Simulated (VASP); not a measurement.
# Te (P6/mmm) in VASP: a series of runs

The runs below take Te through single point, relaxation of cell and atoms, with PBE.

Program: VASP 6.6.1. These are calculated values, not measurements. Logs are shortened: lines on timing, memory, paths and dates and some standing lists are left out, and cuts for length are marked.

### Step 1. The cell of the first run

The structure is hexagonal, space group P6/mmm (No. 191). The conventional cell has a = 5.652 Å, b = 5.652 Å, c = 3.164 Å, α = 90.00°, β = 90.00°, γ = 120.00°. Within 4.2 Å of Te (site symmetry -6m2) lie 11 Te at 3.16 to 3.63 Å. Te (site symmetry 6/mmm) has 14 Te at 3.16 to 3.63 Å within 4.2 Å.

This isn't the form of Te at room conditions, which is trigonal, of chains.

### Step 2. Single point, PBE

The input, INCAR:

```
PREC = Accurate ; ENCUT = 520
EDIFF = 1E-6 ; ISMEAR = 0
SIGMA = 0.1 ; LREAL = F
LASPH = T ; NELM = 60
ALGO = Normal ; ISIF = 2
LWAVE = F ; LCHARG = T
GGA = PE ; LELF = T
LVHAR = T ; NBANDS = 16
```

The input, KPOINTS:

```
regular mesh
0
Gamma
  9 9 14
```

The input, POSCAR:

```
Te
1.0
    5.6522350211      0.0000000000      0.0000000000
   -2.8261175105      4.8949791164      0.0000000000
    0.0000000000      0.0000000000      3.1641280718
Te
3
Direct
    0.3333333333      0.6666666667      0.5000000000
    0.0000000000      0.0000000000      0.0000000000
    0.6666666667      0.3333333333      0.5000000000
```

Potentials or basis: VASP PAW PBE potentials, release 64 (Te).

Launch:

```sh
> cat potpaw_PBE.64/Te/POTCAR > POTCAR
> mpirun -np 1 vasp_std > vasp.out
```

OUTCAR:

```text
PREC = Accurate
   ENCUT = 520
   EDIFF = 1E-6
   ISMEAR = 0
   LREAL = F
   LASPH = T
   NELM = 60
   ISIF = 2
   GGA = PE

 ion  position               nearest neighbor table
   1  0.333  0.667  0.500-   3 3.26   3 3.26   3 3.26   2 3.63   2 3.63   2 3.63   2 3.63   2 3.63
                             2 3.63
   2  0.000  0.000  0.000-   1 3.63   3 3.63   1 3.63   3 3.63   1 3.63   1 3.63   3 3.63   3 3.63
                             3 3.63   3 3.63   1 3.63   1 3.63
   3  0.667  0.333  0.500-   1 3.26   1 3.26   1 3.26   2 3.63   2 3.63   2 3.63   2 3.63   2 3.63
                             2 3.63

  LATTYP: Found a hexagonal cell.
 ALAT       =     5.6522350211
 C/A-ratio  =     0.5598012220

  Lattice vectors:

 A1 = (   5.6522350211,   0.0000000000,   0.0000000000)
 A2 = (  -2.8261175105,   4.8949791164,   0.0000000000)
 A3 = (   0.0000000000,   0.0000000000,   3.1641280718)

Analysis of symmetry for initial positions (statically):
=====================================================================
 Subroutine PRICEL returns:
 Original cell was already a primitive cell.

 Routine SETGRP: Setting up the symmetry group for a
 hexagonal supercell.

 Subroutine GETGRP returns: Found 24 space group operations
 (whereof 24 operations were pure point group operations)
 out of a pool of 24 trial point group operations.

The static configuration has the point symmetry D_6h.

Analysis of symmetry for dynamics (positions and initial velocities):
=====================================================================
 Subroutine PRICEL returns:
 Original cell was already a primitive cell.

 Routine SETGRP: Setting up the symmetry group for a
 hexagonal supercell.

 Subroutine GETGRP returns: Found 24 space group operations
 (whereof 24 operations were pure point group operations)
 out of a pool of 24 trial point group operations.

The dynamic configuration has the point symmetry D_6h.

 Subroutine INISYM returns: Found 24 space group operations
 (whereof 24 operations are pure point group operations),
 and found     1 'primitive' translations

----------------------------------------------------------------------------------------

                                     Primitive cell

  volume of cell :      87.5437

  direct lattice vectors                    reciprocal lattice vectors
     5.652235021  0.000000000  0.000000000     0.176921164  0.102145482  0.000000000
    -2.826117511  4.894979116  0.000000000     0.000000000  0.204290963  0.000000000
     0.000000000  0.000000000  3.164128072     0.000000000  0.000000000  0.316042833

  length of vectors
     5.652235021  5.652235021  3.164128072     0.204290963  0.204290963  0.316042833

  position of ions in fractional coordinates (direct lattice)
     0.333333333  0.666666667  0.500000000
     0.000000000  0.000000000  0.000000000
     0.666666667  0.333333333  0.500000000

  ion indices of the primitive-cell ions
   primitive index   ion index
                 1           1
                 2           2
                 3           3

----------------------------------------------------------------------------------------

 KPOINTS: regular mesh

Automatic generation of k-mesh.
 Grid dimensions read from file:
 generate k-points for:    9    9   14

 Generating k-lattice:

  Cartesian coordinates                     Fractional coordinates (reciprocal lattice)
     0.019657907  0.011349498  0.000000000     0.111111111  0.000000000  0.000000000
     0.000000000  0.022698996  0.000000000     0.000000000  0.111111111  0.000000000
     0.000000000  0.000000000  0.022574488     0.000000000  0.000000000  0.071428571

  Length of vectors
     0.022698996  0.022698996  0.022574488

  Shift w.r.t. Gamma in fractional coordinates (k-lattice)
     0.000000000  0.000000000  0.000000000

 Subroutine IBZKPT returns following result:
 ===========================================

 Found     96 irreducible k-points:

 Following reciprocal coordinates:
            Coordinates               Weight
  0.000000  0.000000  0.000000      1.000000
  0.111111 -0.000000  0.000000      6.000000
  0.222222  0.000000  0.000000      6.000000
  0.333333 -0.000000  0.000000      6.000000
  0.444444  0.000000  0.000000      6.000000
  0.111111  0.111111  0.000000      6.000000
[... 16 lines left out ...]
  0.333333  0.222222  0.071429     24.000000
  0.333333  0.333333  0.071429      4.000000
 [... further k-points ...]
   k-points           NKPTS =     96   k-points in BZ     NKDIM =     96   number of bands    NBANDS=     16
   number of dos      NEDOS =    301   number of ions     NIONS =      3
   total plane-waves  NPLWV =  42336
   dimension x,y,z NGX =    42 NGY =   42 NGZ =   24
   dimension x,y,z NGXF=    84 NGYF=   84 NGZF=   48
   ions per type =               3
   NGX,Y,Z   is equivalent  to a cutoff of  12.35, 12.35, 12.61 a.u.
   NGXF,Y,Z  is equivalent  to a cutoff of  24.71, 24.71, 25.22 a.u.
 SYSTEM =  unknown system
   PREC   = accura    normal or accurate (medium, high low for compatibility)
   ISTART =      0    job   : 0-new  1-cont  2-samecut
   ICHARG =      2    charge: 1-file 2-atom 10-const
   ISPIN  =      1    spin polarized calculation?
   LNONCOLLINEAR =      F non collinear calculations
   LSORBIT =      F    spin-orbit coupling
   LASPH  =      T    aspherical Exc in radial PAW
   ENCUT  =  520.0 eV  38.22 Ry    6.18 a.u.  10.51 10.51  5.88*2*pi/ulx,y,z
   NELM   =     60;   NELMIN=  2; NELMDL= -5     # of ELM steps
   EDIFF  = 0.1E-05   stopping-criterion for ELM
   LREAL  =      F    real-space projection
   EDIFFG = 0.1E-04   stopping-criterion for IOM
   NSW    =      0    number of steps for IOM
   IBRION =     -1    ionic relax: 0-MD 1-quasi-New 2-CG
   NFREE  =      0    steps in history (QN), initial steepest desc. (CG)
   ISIF   =      2    stress and relaxation
   ISYM   =      2    0-nonsym 1-usesym 2-fastsym
   POTIM  = 0.5000    time-step for ionic-motion
   TEBEG  =    0.0;   TEEND  =   0.0 temperature during run
   PSTRESS=    0.0 pullay stress
   NELECT =      18.0000    total number of electrons
   NUPDOWN=      -1.0000    fix difference up-down
   EMIN   =  10.00;   EMAX   =-10.00  energy-range for DOS
   EFERMI =   0.00;   METHOD = LEGACY
   ISMEAR =     0;   SIGMA  =   0.10  broadening in eV -4-tet -1-fermi 0-gaus
   EFERMI_NEDOS =   21; number of points for ismear=-14 and -15
   IALGO  =     38    algorithm
   IMIX   =      4    mixing-type and parameters
     AMIX     =   0.40;   BMIX     =  1.00
     AMIX_MAG =   1.60;   BMIX_MAG =  1.00
  volume/ion in A,a.u.               =      29.18       196.92
  Fermi-wavevector in a.u.,A,eV,Ry     =   0.966252  1.825952 12.702996  0.933644
  Thomas-Fermi vector in A             =   2.096038
   LORBIT       =      0    0 simple, 1 ext, 2 COOP (PROOUT), +10 PAW based schemes
   GGA     = PE    functional components
   LHFCALC =     F    Hartree Fock is set to
   AEXX    =    0.0000 exact exchange contribution
   IVDW    =     0    specifies the selected vdW correction
   LEPSILON=     F    determine dielectric tensor
   LRPA    =     F    only Hartree local field effects (RPA)
 non-spin polarized calculation
 Gauss-broadening in eV      SIGMA  =   0.10
  energy-cutoff  :      520.00
  volume of cell :       87.54
 maximum number of plane-waves:      2388
 NGX is ok and might be reduce to    42
   NGX = 21   NGY = 21   NGZ = 11

 number of electron      17.9999997 magnetization

 Free energy of the ion-electron system (eV)
  ---------------------------------------------------
  ext. energy  EPLUGINS =         0.00000000
  ---------------------------------------------------
  free energy    TOTEN  =        -8.43356656 eV

  energy without entropy =       -8.41840861  energy(sigma->0) =       -8.42598758

 E-fermi :   7.5375     XC(G=0):  -9.9519

 val. band max:        7.5373672597   @ k =   0.3333   0.2222   0.0000
 cond. band min:       7.5494993521   @ k =   0.3333   0.1111   0.2143
 fundamental gap:      0.0121320924
 Fermi energy:         7.5374521919

 k-point     1 :       0.0000    0.0000    0.0000
  band No.  band energies     occupation
      1      -6.2436      2.00000
      2      -3.2486      2.00000
      3      -3.1725      2.00000
      4       3.0123      2.00000
      5       3.0123      2.00000
      6       3.3907      2.00000
[... 8 lines left out ...]
     15      17.1830      0.00000
     16      17.1830      0.00000

 k-point     2 :       0.1111   -0.0000    0.0000
  band No.  band energies     occupation
      1      -6.1777      2.00000
      2      -3.3503      2.00000
      3      -3.2508      2.00000
      4       2.5852      2.00000
      5       2.7661      2.00000
      6       3.9491      2.00000
[... 8 lines left out ...]
     15      16.5852      0.00000
     16      17.1743      0.00000

 k-point     3 :       0.2222    0.0000    0.0000
  band No.  band energies     occupation
      1      -5.9820      2.00000
      2      -3.6699      2.00000
      3      -3.4119      2.00000
      4       2.1493      2.00000
      5       2.8851      2.00000
      6       4.7744      2.00000
[... 8 lines left out ...]
     15      15.8538      0.00000
     16      16.6095      0.00000

 k-point     4 :       0.3333   -0.0000    0.0000
  band No.  band energies     occupation
      1      -5.6648      2.00000
      2      -4.1575      2.00000
      3      -3.5532      2.00000
      4       1.8511      2.00000
      5       3.4484      2.00000
      6       5.7039      2.00000
[... 8 lines left out ...]
     15      15.4800      0.00000
     16      15.8531      0.00000

 k-point     5 :       0.4444    0.0000    0.0000
  band No.  band energies     occupation
      1      -5.2522      2.00000
      2      -4.6849      2.00000
      3      -3.6328      2.00000
      4       1.7005      2.00000
      5       4.3398      2.00000
      6       5.5273      2.00000
[... 8 lines left out ...]
     15      15.1363      0.00000
     16      15.4238      0.00000

 k-point     6 :       0.1111    0.1111    0.0000
  band No.  band energies     occupation
      1      -6.0468      2.00000
      2      -3.5294      2.00000
      3      -3.4051      2.00000
      4       2.4572      2.00000
      5       2.5631      2.00000
      6       4.7271      2.00000
[... 8 lines left out ...]
     15      16.3571      0.00000
     16      16.6724      0.00000

 k-point     7 :       0.2222    0.1111    0.0000
  band No.  band energies     occupation
      1      -5.7901      2.00000
      2      -3.8938      2.00000
      3      -3.6059      2.00000
      4       2.1927      2.00000
      5       2.8739      2.00000
      6       5.5809      2.00000
[... 8 lines left out ...]
     15      15.0824      0.00000
     16      15.9782      0.00000

 k-point     8 :       0.3333    0.1111    0.0000
  band No.  band energies     occupation
      1      -5.4215      2.00000
      2      -4.3963      2.00000
      3      -3.7348      2.00000
      4       1.9923      2.00000
      5       3.6105      2.00000
      6       5.8829      2.00000
[... 8 lines left out ...]
     15      14.7619      0.00000
     16      15.3937      0.00000

 k-point     9 :       0.4444    0.1111    0.0000
  band No.  band energies     occupation
      1      -5.0551      2.00000
      2      -4.8187      2.00000
      3      -3.7795      2.00000
      4       1.9232      2.00000
      5       4.5025      2.00000
      6       4.7946      2.00000
[... 8 lines left out ...]
     15      14.7567      0.00000
     16      14.9274      0.00000
[... 172 lines left out ...]
 k-point    19 :       0.2222    0.1111    0.0714
  band No.  band energies     occupation
      1      -5.7217      2.00000
      2      -3.8296      2.00000
      3      -3.5454      2.00000
      4       2.2609      2.00000
      5       2.9392      2.00000
      6       5.6351      2.00000
[... 8 lines left out ...]
     15      15.2126      0.00000
     16      15.8552      0.00000

 k-point    20 :       0.3333    0.1111    0.0714
  band No.  band energies     occupation
      1      -5.3540      2.00000
      2      -4.3307      2.00000
      3      -3.6727      2.00000
      4       2.0616      2.00000
      5       3.6689      2.00000
      6       5.9242      2.00000
[... 8 lines left out ...]
     15      15.0644      0.00000
     16      15.4856      0.00000

 k-point    21 :       0.4444    0.1111    0.0714
  band No.  band energies     occupation
      1      -4.9900      2.00000
      2      -4.7503      2.00000
      3      -3.7170      2.00000
      4       1.9928      2.00000
      5       4.5459      2.00000
      6       4.8534      2.00000
[... 8 lines left out ...]
     15      15.0887      0.00000
     16      15.6167      0.00000

 k-point    22 :       0.2222    0.2222    0.0714
  band No.  band energies     occupation
      1      -5.4130      2.00000
      2      -4.0802      2.00000
      3      -3.8721      2.00000
      4       2.6600      2.00000
      5       2.8835      2.00000
      6       5.9930      2.00000
[... 8 lines left out ...]
     15      14.5319      0.00000
     16      15.2064      0.00000

 k-point    23 :       0.3333    0.2222    0.0714
  band No.  band energies     occupation
      1      -5.0146      2.00000
      2      -4.4964      2.00000
      3      -4.0307      2.00000
      4       2.6490      2.00000
      5       3.6363      2.00000
      6       4.7636      2.00000
[... 8 lines left out ...]
     15      14.0645      0.00000
     16      15.5553      0.00000

 k-point    24 :       0.3333    0.3333    0.0714
  band No.  band energies     occupation
      1      -4.6601      2.00000
      2      -4.6601      2.00000
      3      -4.2989      2.00000
      4       3.3332      2.00000
      5       3.7453      2.00000
      6       3.7453      2.00000
[... 8 lines left out ...]
     15      13.4239      0.00000
     16      15.9122      0.00000

 [... further k-points ...]
[... 5 lines left out ...]
  --------------------------------------------------------------------------------------
  -------------------------------------------------------------------------------------
  Total       -0.0391795     -0.0391795     -0.0523079     -0.0000000     -0.0000000      0.0000000
  in kB       -0.7170420     -0.7170420     -0.9573101     -0.0000000     -0.0000000      0.0000000
  external PRESSURE =      -0.7971314 kB  Pullay stress =       0.0000000 kB

 VOLUME and BASIS-vectors are now :
 -----------------------------------------------------------------------------
  energy-cutoff  :      520.00
  volume of cell :       87.54
      direct lattice vectors                 reciprocal lattice vectors
     5.652235021  0.000000000  0.000000000     0.176921164  0.102145482  0.000000000
    -2.826117511  4.894979116  0.000000000     0.000000000  0.204290963  0.000000000
     0.000000000  0.000000000  3.164128072     0.000000000  0.000000000  0.316042833

 POSITION                                       TOTAL-FORCE (eV/Angst)
 -----------------------------------------------------------------------------------
     -0.00000      3.26332      1.58206         0.000000     -0.000000      0.000000
      0.00000      0.00000      0.00000        -0.000000      0.000000      0.000000
      2.82612      1.63166      1.58206        -0.000000      0.000000      0.000000
 -----------------------------------------------------------------------------------
    total drift:                               -0.000000      0.000000     -0.000000

  FREE ENERGIE OF THE ION-ELECTRON SYSTEM (eV)
  ---------------------------------------------------
  free  energy   TOTEN  =        -8.4335665592 eV

  energy  without entropy=       -8.4184086052  energy(sigma->0) =       -8.42598758
```

Wall time 42 s (1 thread of Intel Xeon 6975P-C (Granite Rapids), shared host); peak memory 0.26 GiB.

Results:

| Quantity | Value |
| --- | --- |
| Free energy | -8.4336 eV |
| Pressure | -0.1 GPa |
| Band gap on the k mesh | zero (bands 9 and 10 overlap by 4.72 eV) |

Levels at points of the mesh, in eV from the Fermi level:
| k point | band 7 | band 8 | band 9 | band 10 | band 11 | band 12 |
| --- | --- | --- | --- | --- | --- | --- |
| (0.00, 0.00, 0.00) | -4.15 | 1.17 | 2.36 | 2.36 | 3.62 | 3.83 |
| (0.00, 0.00, 0.50) | -2.80 | -2.80 | -1.17 | -1.17 | -0.27 | -0.27 |

Caveat: spin-orbit coupling is left out, which moves the levels of the heavy elements.

### Step 3. Relaxation of cell and atoms, PBE

The input, INCAR:

```
  PREC = Accurate
  ENCUT = 600
  EDIFF = 1E-6
  ISMEAR = 0
  SIGMA = 0.1
  LREAL = False
  LASPH = True
  NELM = 80
  ALGO = Normal
  ISIF = 3
  LWAVE = False
  LCHARG = False
  GGA = PE
  IBRION = 2
  NSW = 100
  EDIFFG = -0.01
```

KPOINTS is that of step 2.

The input, POSCAR:

```
Te
1.0
    5.6833275265      0.0000000000      0.0000000000
   -2.8416637632      4.9219060160      0.0000000000
    0.0000000000      0.0000000000      3.1270591098
Te
3
Direct
    0.3333333333      0.6666666667      0.5000000000
    0.0000000000      0.0000000000      0.0000000000
    0.6666666667      0.3333333333      0.5000000000
```

Potentials or basis: VASP PAW PBE potentials, release 64 (Te).

Launch:

```sh
> cat potpaw_PBE.64/Te/POTCAR > POTCAR
> mpirun -np 1 vasp_std > vasp.out
```

It took 2.3 min on 1 thread of Intel Xeon 6975P-C (Granite Rapids), shared host; peak memory 0.31 GiB.

Results (log left out):

- Free energy: -8.4336 eV
- Relaxed volume: 29.14 Å³/atom
- Relaxed cell: a = 5.649 Å, b = 5.649 Å, c = 3.163 Å, α = 90.00°, β = 90.00°, γ = 120.00°
- Space group after relaxing (to 0.1 Å): P6/mmm (No. 191)
- Energy gained by relaxing: 1.2 meV/atom
- Ionic steps: 5
- Pressure after relaxing: 0.0 GPa
- Band gap on the k mesh: zero (bands 9 and 10 overlap by 4.74 eV)

The path:
```
step  energy change (eV)  largest force (eV/Å)  pressure (GPa)  volume (Å³)
   1              0.0000                0.0000            0.09        87.47
   2             -0.0027                0.0000           -0.11        87.68
   3             -0.0032                0.0000           -0.22        87.80
   4             -0.0035                0.0000            0.08        87.27
   5             -0.0035                0.0000            0.00        87.41
```

Final structure:
```
Te
1.0
     5.64906    0.00000    0.00000
    -2.82453    4.89223    0.00000
     0.00000    0.00000    3.16289
Te
3
Direct
  0.33333 0.66667 0.50000
  0.00000 0.00000 0.00000
  0.66667 0.33333 0.50000
```

Levels at points of the mesh, in eV from the Fermi level:
```tsv
k point	band 6	band 7	band 8	band 9	band 10	band 11	band 12	band 13
(0.00, 0.00, 0.00)	-4.16	-4.16	1.17	2.37	2.37	3.63	3.84	5.88
(0.00, 0.00, 0.50)	-3.58	-2.81	-2.81	-1.17	-1.17	-0.27	-0.27	3.23
```

Caveat: spin-orbit coupling is left out, which moves the levels of the heavy elements.
